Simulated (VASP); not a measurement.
Wanted: the native input for a VASP 6.6.1 run.

| Quantity | Value |
| --- | --- |
| Task | single point |
| Functional | PBE |
| Potentials or basis | VASP PAW PBE potentials, release 64 (Si, C) |
| Cutoff | 520 eV |
| k mesh | 12 × 12 × 2 |
| Occupations | gaussian, width 0.05 eV |
| Spin | no spin polarisation |
| Dipole correction | no |
| Further INCAR settings | ALGO = Normal; EDIFF = 1e-06; NBANDS = 36 |

The structure of SiC lies in POSCAR:

```
SiC
1.0
    3.0432521380      0.0000000000      0.0000000000
   -1.5216260690      2.6355336616      0.0000000000
    0.0000000000      0.0000000000     14.9327054840
Si C
6 6
Direct
    0.0000000000      0.0000000000      0.1250399589
    0.0000000000      0.0000000000      0.6250399589
    0.3333333333      0.6666666667      0.2918172939
    0.6666666667      0.3333333333      0.7918172939
    0.3333333333      0.6666666667      0.9583095749
    0.6666666667      0.3333333333      0.4583095749
    0.0000000000      0.0000000000      0.9996884429
    0.0000000000      0.0000000000      0.4996884429
    0.3333333333      0.6666666667      0.1668295365
    0.6666666667      0.3333333333      0.6668295365
    0.3333333333      0.6666666667      0.8333151928
    0.6666666667      0.3333333333      0.3333151928
```

One way to write it, as run:

INCAR

```
PREC = Accurate ; ENCUT = 520
EDIFF = 1E-6 ; ISMEAR = 0
SIGMA = 0.05 ; LREAL = F
LASPH = T ; NELM = 80
ALGO = Normal ; ISIF = 2
LWAVE = F ; LCHARG = F
GGA = PE ; NBANDS = 36
```

KPOINTS

```
Automatic mesh
0
Gamma
  12 12 2
```

Potentials or basis: VASP PAW PBE potentials, release 64 (Si, C).

The run is started by

```console
$ cat potpaw_PBE.64/Si/POTCAR potpaw_PBE.64/C/POTCAR > POTCAR
$ mpirun -np 1 vasp_std > vasp.out
```

Results of the run:

- Pressure: 11.8 GPa
- Largest force: 0.014 eV/Å
- Band gap on the k mesh: 2.02 eV (least direct gap 3.12 eV)

Caveat: the cell stands under pressure.

It took 85 s on 1 thread of Intel(R) Xeon(R) 6975P-C (Granite Rapids), on a shared host, peak memory 0.28 GiB.
